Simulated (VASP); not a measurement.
Wanted: the native input for a VASP 6.6.1 run.

```
Task                   : single point
Functional             : PBEsol
Potentials or basis    : VASP PAW PBE potentials, release 64 (H, Cl)
Cutoff                 : 520 eV
k mesh                 : 16 × 16 × 16
Occupations            : gaussian, width 0.15 eV
Spin                   : no spin polarisation
Dipole correction      : no
Further INCAR settings : ALGO = Normal; EDIFF = 1e-06; NBANDS = 11
```

The structure of HCl lies in POSCAR:

```
HCl
1.0
    0.0000000000      2.6750000000      2.9834750000
    2.5150000000      0.0000000000      2.9834750000
    2.5150000000      2.6750000000      0.0000000000
H Cl
1 1
Direct
    0.0000000000      0.0000000000      0.0000000000
    0.5000000000      0.5000000000      0.5000000000
```

This cell differs from its parent crystal: strain +0.0450 x Voigt [0, 0, 1, 0, 0, 0].

The input as run:

INCAR

```
SYSTEM = HCl
PREC = Accurate ; ENCUT = 520
EDIFF = 1E-6 ; ISMEAR = 0
SIGMA = 0.15 ; LREAL = .False.
LASPH = .True. ; NELM = 60
ALGO = Normal ; ISIF = 2
LWAVE = .False. ; LCHARG = .False.
GGA = PS ; NBANDS = 11
```

KPOINTS

```
regular mesh
0
Gamma
  16 16 16
  0 0 0
```

Potentials or basis: VASP PAW PBE potentials, release 64 (H, Cl).

Run with:

```sh
$ cat potpaw_PBE.64/H/POTCAR potpaw_PBE.64/Cl/POTCAR > POTCAR
$ mpirun -np 1 vasp_std > vasp.out
```

Results of the run:

| Quantity | Value |
| --- | --- |
| Pressure | -10.6 GPa |
| Band gap on the k mesh | zero (band 4 reaches -2.12 eV, above the bottom of band 5 at -2.32 eV) |

Caveat: the cell differs from its parent crystal (strain +0.0450 x Voigt [0, 0, 1, 0, 0, 0]); the PAW data sets were made with another functional, which shifts forces and pressure a little.

Run time: 2.3 min on 1 thread of AMD EPYC 9R45 96-Core Processor (Zen 5), with other jobs on the host, peak memory 0.33 GiB.
